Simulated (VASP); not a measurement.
# CaS (m) (Fm-3m) in VASP: single point with PBEsol

Aim: the single point of CaS (m) with PBEsol.

Everything below comes from runs of VASP 6.6.1. Logs are shortened: lines on timing, memory, paths and dates and some standing lists are left out, and cuts for length are marked.

### 1 The cell of the first run

Symmetry: Fm-3m, No. 225, cubic system. The conventional cell has a = 5.633 Å, b = 5.633 Å, c = 5.633 Å, α = 90.00°, β = 90.00°, γ = 90.00°. Within 3.7 Å of Ca (site symmetry m-3m) lie 6 S at 2.82 Å. S (site symmetry m-3m) has 6 Ca at 2.82 Å within 3.7 Å.

### 2 Single point, PBEsol

The input, INCAR:

```
ALGO = Normal
EDIFF = 1E-6
ENCUT = 500
GGA = PS
GGA_COMPAT = False
ISIF = 2
ISMEAR = 0
LASPH = True
LCHARG = False
LREAL = False
LWAVE = False
NBANDS = 15
NELM = 120
PREC = Accurate
SIGMA = 0.02
```

The input, KPOINTS:

```
k-points
0
Gamma
  8 8 8
```

The input, POSCAR:

```
CaS
1.0
    0.0000000000      2.8165828910      2.8165828910
    2.8165828910      0.0000000000      2.8165828910
    2.8165828910      2.8165828910      0.0000000000
Ca S
1 1
Direct
    0.0000000000      0.0000000000      0.0000000000
    0.5000000000      0.5000000000      0.5000000000
```

Potentials or basis: VASP PAW PBE potentials, release 64 (Ca_sv, S).

Launch:

```
> cat potpaw_PBE.64/Ca_sv/POTCAR potpaw_PBE.64/S/POTCAR > POTCAR
> mpirun -np 1 vasp_std > vasp.out
```

OUTCAR:

```text
EDIFF = 1E-6
   ENCUT = 500
   GGA = PS
   ISIF = 2
   ISMEAR = 0
   LASPH = True
   LREAL = False
   NELM = 120
   PREC = Accurate

 ion  position               nearest neighbor table
   1  0.000  0.000  0.000-   2 2.82   2 2.82   2 2.82   2 2.82   2 2.82   2 2.82
   2  0.500  0.500  0.500-   1 2.82   1 2.82   1 2.82   1 2.82   1 2.82   1 2.82

  LATTYP: Found a face centered cubic cell.
 ALAT       =     5.6331657820

  Lattice vectors:

 A1 = (   0.0000000000,   2.8165828910,   2.8165828910)
 A2 = (   2.8165828910,   0.0000000000,   2.8165828910)
 A3 = (   2.8165828910,   2.8165828910,   0.0000000000)

Analysis of symmetry for initial positions (statically):
=====================================================================
 Subroutine PRICEL returns:
 Original cell was already a primitive cell.

 Routine SETGRP: Setting up the symmetry group for a
 face centered cubic supercell.

 Subroutine GETGRP returns: Found 48 space group operations
 (whereof 48 operations were pure point group operations)
 out of a pool of 48 trial point group operations.

The static configuration has the point symmetry O_h .

Analysis of symmetry for dynamics (positions and initial velocities):
=====================================================================
 Subroutine PRICEL returns:
 Original cell was already a primitive cell.

 Routine SETGRP: Setting up the symmetry group for a
 face centered cubic supercell.

 Subroutine GETGRP returns: Found 48 space group operations
 (whereof 48 operations were pure point group operations)
 out of a pool of 48 trial point group operations.

The dynamic configuration has the point symmetry O_h .

 Subroutine INISYM returns: Found 48 space group operations
 (whereof 48 operations are pure point group operations),
 and found     1 'primitive' translations

----------------------------------------------------------------------------------------

                                     Primitive cell

  volume of cell :      44.6887

  direct lattice vectors                    reciprocal lattice vectors
     0.000000000  2.816582891  2.816582891    -0.177520073  0.177520073  0.177520073
     2.816582891  0.000000000  2.816582891     0.177520073 -0.177520073  0.177520073
     2.816582891  2.816582891  0.000000000     0.177520073  0.177520073 -0.177520073

  length of vectors
     3.983249724  3.983249724  3.983249724     0.307473786  0.307473786  0.307473786

  position of ions in fractional coordinates (direct lattice)
     0.000000000  0.000000000  0.000000000
     0.500000000  0.500000000  0.500000000

  ion indices of the primitive-cell ions
   primitive index   ion index
                 1           1
                 2           2

----------------------------------------------------------------------------------------

 KPOINTS: k-points

Automatic generation of k-mesh.
 Grid dimensions read from file:
 generate k-points for:    8    8    8

 Generating k-lattice:

  Cartesian coordinates                     Fractional coordinates (reciprocal lattice)
    -0.022190009  0.022190009  0.022190009     0.125000000  0.000000000  0.000000000
     0.022190009 -0.022190009  0.022190009     0.000000000  0.125000000  0.000000000
     0.022190009  0.022190009 -0.022190009     0.000000000  0.000000000  0.125000000

  Length of vectors
     0.038434223  0.038434223  0.038434223

  Shift w.r.t. Gamma in fractional coordinates (k-lattice)
     0.000000000  0.000000000  0.000000000

 Subroutine IBZKPT returns following result:
 ===========================================

 Found     29 irreducible k-points:

 Following reciprocal coordinates:
            Coordinates               Weight
  0.000000  0.000000  0.000000      1.000000
  0.125000  0.000000  0.000000      8.000000
  0.250000  0.000000  0.000000      8.000000
  0.375000  0.000000  0.000000      8.000000
  0.500000  0.000000  0.000000      4.000000
  0.125000  0.125000  0.000000      6.000000
[... 16 lines left out ...]
  0.500000  0.250000  0.125000     48.000000
 -0.375000  0.250000  0.125000     24.000000
 [... further k-points ...]
   k-points           NKPTS =     29   k-points in BZ     NKDIM =     29   number of bands    NBANDS=     15
   number of dos      NEDOS =    301   number of ions     NIONS =      2
   total plane-waves  NPLWV =  27000
   dimension x,y,z NGX =    30 NGY =   30 NGZ =   30
   dimension x,y,z NGXF=    60 NGYF=   60 NGZF=   60
   ions per type =               1   1
   NGX,Y,Z   is equivalent  to a cutoff of  12.52, 12.52, 12.52 a.u.
   NGXF,Y,Z  is equivalent  to a cutoff of  25.04, 25.04, 25.04 a.u.
 SYSTEM =  unknown system
   PREC   = accura    normal or accurate (medium, high low for compatibility)
   ISTART =      0    job   : 0-new  1-cont  2-samecut
   ICHARG =      2    charge: 1-file 2-atom 10-const
   ISPIN  =      1    spin polarized calculation?
   LNONCOLLINEAR =      F non collinear calculations
   LSORBIT =      F    spin-orbit coupling
   LASPH  =      T    aspherical Exc in radial PAW
   ENCUT  =  500.0 eV  36.75 Ry    6.06 a.u.   7.26  7.26  7.26*2*pi/ulx,y,z
   NELM   =    120;   NELMIN=  2; NELMDL= -5     # of ELM steps
   EDIFF  = 0.1E-05   stopping-criterion for ELM
   LREAL  =      F    real-space projection
   EDIFFG = 0.1E-04   stopping-criterion for IOM
   NSW    =      0    number of steps for IOM
   IBRION =     -1    ionic relax: 0-MD 1-quasi-New 2-CG
   NFREE  =      0    steps in history (QN), initial steepest desc. (CG)
   ISIF   =      2    stress and relaxation
   ISYM   =      2    0-nonsym 1-usesym 2-fastsym
   POTIM  = 0.5000    time-step for ionic-motion
   TEBEG  =    0.0;   TEEND  =   0.0 temperature during run
   PSTRESS=    0.0 pullay stress
   NELECT =      16.0000    total number of electrons
   NUPDOWN=      -1.0000    fix difference up-down
   EMIN   =  10.00;   EMAX   =-10.00  energy-range for DOS
   EFERMI =   0.00;   METHOD = LEGACY
   ISMEAR =     0;   SIGMA  =   0.02  broadening in eV -4-tet -1-fermi 0-gaus
   EFERMI_NEDOS =   21; number of points for ismear=-14 and -15
   IALGO  =     38    algorithm
   IMIX   =      4    mixing-type and parameters
     AMIX     =   0.40;   BMIX     =  1.00
     AMIX_MAG =   1.60;   BMIX_MAG =  1.00
  volume/ion in A,a.u.               =      22.34       150.79
  Fermi-wavevector in a.u.,A,eV,Ry     =   1.162471  2.196752 18.386095  1.351340
  Thomas-Fermi vector in A             =   2.299032
   LORBIT       =      0    0 simple, 1 ext, 2 COOP (PROOUT), +10 PAW based schemes
   GGA     = PS    functional components
   LHFCALC =     F    Hartree Fock is set to
   AEXX    =    0.0000 exact exchange contribution
   IVDW    =     0    specifies the selected vdW correction
   LEPSILON=     F    determine dielectric tensor
   LRPA    =     F    only Hartree local field effects (RPA)
 non-spin polarized calculation
 Gauss-broadening in eV      SIGMA  =   0.02
  energy-cutoff  :      500.00
  volume of cell :       44.69
 maximum number of plane-waves:      1158
 NGX is ok and might be reduce to    30
   NGX = 15   NGY = 15   NGZ = 15

 number of electron      16.0000000 magnetization

 Free energy of the ion-electron system (eV)
  ---------------------------------------------------
  ext. energy  EPLUGINS =         0.00000000
  ---------------------------------------------------
  free energy    TOTEN  =       -10.91596501 eV

  energy without entropy =      -10.91596501  energy(sigma->0) =      -10.91596501

 E-fermi :   3.0175     XC(G=0):  -9.6492

 val. band max:        2.8860099498   @ k =   0.0000   0.0000   0.0000
 cond. band min:       5.0385678307   @ k =   0.5000   0.5000   0.0000
 fundamental gap:      2.1525578809
 Fermi energy:         3.0175274525

 k-point     1 :       0.0000    0.0000    0.0000
  band No.  band energies     occupation
      1     -35.9987      2.00000
      2     -17.0650      2.00000
      3     -17.0650      2.00000
      4     -17.0650      2.00000
      5      -8.5555      2.00000
      6       2.8860      2.00000
      7       2.8860      2.00000
      8       2.8860      2.00000
      9       6.9615      0.00000
     10       6.9615      0.00000
     11       6.9615      0.00000
     12       7.0603      0.00000
     13       7.6198      0.00000
     14       7.6198      0.00000
     15      13.5968      0.00000

 k-point     2 :       0.1250    0.0000    0.0000
  band No.  band energies     occupation
      1     -35.9966      2.00000
      2     -17.0958      2.00000
      3     -17.0673      2.00000
      4     -17.0673      2.00000
      5      -8.4357      2.00000
      6       2.1824      2.00000
      7       2.6390      2.00000
      8       2.6390      2.00000
      9       6.9643      0.00000
     10       7.2047      0.00000
     11       7.2047      0.00000
     12       7.8530      0.00000
     13       8.0575      0.00000
     14       8.0575      0.00000
     15      13.8503      0.00000

 k-point     3 :       0.2500    0.0000    0.0000
  band No.  band energies     occupation
      1     -35.9916      2.00000
      2     -17.1683      2.00000
      3     -17.0728      2.00000
      4     -17.0728      2.00000
      5      -8.1312      2.00000
      6       0.9525      2.00000
      7       2.1598      2.00000
      8       2.1598      2.00000
      9       7.0839      0.00000
     10       7.8203      0.00000
     11       7.8203      0.00000
     12       9.1396      0.00000
     13       9.1396      0.00000
     14       9.2335      0.00000
     15      13.3700      0.00000

 k-point     4 :       0.3750    0.0000    0.0000
  band No.  band energies     occupation
      1     -35.9866      2.00000
      2     -17.2386      2.00000
      3     -17.0783      2.00000
      4     -17.0783      2.00000
      5      -7.7984      2.00000
      6      -0.0219      2.00000
      7       1.7781      2.00000
      8       1.7781      2.00000
      9       7.5191      0.00000
     10       8.6469      0.00000
     11       8.6469      0.00000
     12       9.5428      0.00000
     13      10.3740      0.00000
     14      10.3740      0.00000
     15      12.8538      0.00000
[... 307 lines left out ...]
 k-point    22 :       0.3750    0.2500    0.1250
  band No.  band energies     occupation
      1     -35.9879      2.00000
      2     -17.1795      2.00000
      3     -17.1047      2.00000
      4     -17.0818      2.00000
      5      -7.9884      2.00000
      6       0.6107      2.00000
      7       1.9711      2.00000
      8       1.9785      2.00000
      9       6.5790      0.00000
     10       8.2132      0.00000
     11       8.6288      0.00000
     12       8.7900      0.00000
     13       9.3727      0.00000
     14      11.0957      0.00000
     15      12.6518      0.00000

 k-point    23 :       0.5000    0.2500    0.1250
  band No.  band energies     occupation
      1     -35.9839      2.00000
      2     -17.2144      2.00000
      3     -17.1204      2.00000
      4     -17.0905      2.00000
      5      -7.7844      2.00000
      6       0.2392      2.00000
      7       1.4888      2.00000
      8       1.7311      2.00000
      9       7.1186      0.00000
     10       8.7903      0.00000
     11       9.0870      0.00000
     12       9.2350      0.00000
     13       9.8632      0.00000
     14      11.4638      0.00000
     15      11.8148      0.00000

 k-point    24 :      -0.3750    0.2500    0.1250
  band No.  band energies     occupation
      1     -35.9823      2.00000
      2     -17.2294      2.00000
      3     -17.1242      2.00000
      4     -17.0961      2.00000
      5      -7.6970      2.00000
      6       0.0997      2.00000
      7       1.2908      2.00000
      8       1.6369      2.00000
      9       7.8210      0.00000
     10       8.1713      0.00000
     11       9.4109      0.00000
     12       9.7463      0.00000
     13      10.0318      0.00000
     14      10.9774      0.00000
     15      12.3759      0.00000

 [... further k-points ...]

------------------------ aborting loop because EDIFF is reached ----------------------------------------

  FORCE on cell =-STRESS in cart. coord.  units (eV):
  Direction    XX          YY          ZZ          XY          YZ          ZX
  --------------------------------------------------------------------------------------
  -------------------------------------------------------------------------------------
  Total        0.0530288      0.0530288      0.0530288      0.0000000      0.0000000      0.0000000
  in kB        1.9011863      1.9011863      1.9011863      0.0000000      0.0000000      0.0000000
  external PRESSURE =       1.9011863 kB  Pullay stress =       0.0000000 kB

 VOLUME and BASIS-vectors are now :
 -----------------------------------------------------------------------------
  energy-cutoff  :      500.00
  volume of cell :       44.69
      direct lattice vectors                 reciprocal lattice vectors
     0.000000000  2.816582891  2.816582891    -0.177520073  0.177520073  0.177520073
     2.816582891  0.000000000  2.816582891     0.177520073 -0.177520073  0.177520073
     2.816582891  2.816582891  0.000000000     0.177520073  0.177520073 -0.177520073

 POSITION                                       TOTAL-FORCE (eV/Angst)
 -----------------------------------------------------------------------------------
      0.00000      0.00000      0.00000         0.000000      0.000000     -0.000000
      2.81658      2.81658      2.81658        -0.000000     -0.000000      0.000000
 -----------------------------------------------------------------------------------
    total drift:                               -0.000000      0.000000      0.000000

  FREE ENERGIE OF THE ION-ELECTRON SYSTEM (eV)
  ---------------------------------------------------
  free  energy   TOTEN  =       -10.9159650114 eV

  energy  without entropy=      -10.9159650114  energy(sigma->0) =      -10.91596501
```

Wall time 18 s (1 thread of Intel Xeon Platinum 8259CL at 2.50GHz (Skylake/Cascade Lake), shared host); peak memory 0.17 GiB.

What came out:

| Property | Result |
| --- | --- |
| Free energy | -10.9160 eV |
| Pressure | 0.2 GPa |
| Band gap on the k mesh | 2.15 eV, indirect (least direct gap 3.00 eV) |

Caveat: the PAW data sets were made with another functional, which shifts forces and pressure a little. A hybrid or GW would open this gap; PBEsol tends to underestimate it.
